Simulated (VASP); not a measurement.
Input of a VASP 6.6.1 run:

File POSCAR:

```
SnO
1.0
    3.8020000000      0.0000000000      0.0000000000
    0.0000000000      3.8020000000      0.0000000000
    0.0000000000      0.0000000000      4.8360000000
Sn O
2 2
Direct
    0.0000000000      0.4831349500      0.2304553712
    0.5000000000     -0.0168650500      0.7534553712
    0.0000000000      0.0000000000      0.0000000000
    0.5000000000      0.5000000000      0.0000000000
```

INCAR.step1

```
  PREC = Accurate
  ENCUT = 520
  ISMEAR = 0
  SIGMA = 0.03
  LREAL = F
  LASPH = T
  NELM = 100
  NBANDS = 28
  GGA = PE
  ALGO = Normal
  EDIFF = 1E-4
  LWAVE = T
  LCHARG = F
```

The input INCAR.step2:

```
  PREC = Accurate
  ENCUT = 520
  EDIFF = 1E-6
  ISMEAR = 0
  SIGMA = 0.03
  LREAL = F
  LASPH = T
  NELM = 100
  ALGO = Normal
  ISIF = 2
  LWAVE = F
  LCHARG = F
  METAGGA = R2SCAN
  LMIXTAU = T
  NBANDS = 28
  ISTART = 1
```

Contents of KPOINTS:

```
Automatic mesh
0
Gamma
  10 10 8
```

Potentials or basis: VASP PAW PBE potentials, release 64 (Sn_d, O).

Command:

```bash
$ cat potpaw_PBE.64/Sn_d/POTCAR potpaw_PBE.64/O/POTCAR > POTCAR
$ cp INCAR.step1 INCAR
$ mpirun -np 1 vasp_std > vasp.out
$ cp INCAR.step2 INCAR
$ mpirun -np 1 vasp_std > vasp.out
```

(1) What does it give for the pressure?

(2) Estimate the band gap on the k mesh.

Answers

(1) 0.9 GPa.

(2) 0.14 eV (least direct gap 2.18 eV).

Caveat: the cell differs from its parent crystal (all Sn atoms moved +0.075 Å, as atom 1 towards its neighbour atom 3 (O) at 2.224 Å); semilocal functionals underestimate gaps, and a narrow one can read as zero; the PAW data sets were made with another functional, which shifts forces and pressure a little; spin-orbit coupling is left out, which moves the levels of the heavy elements.
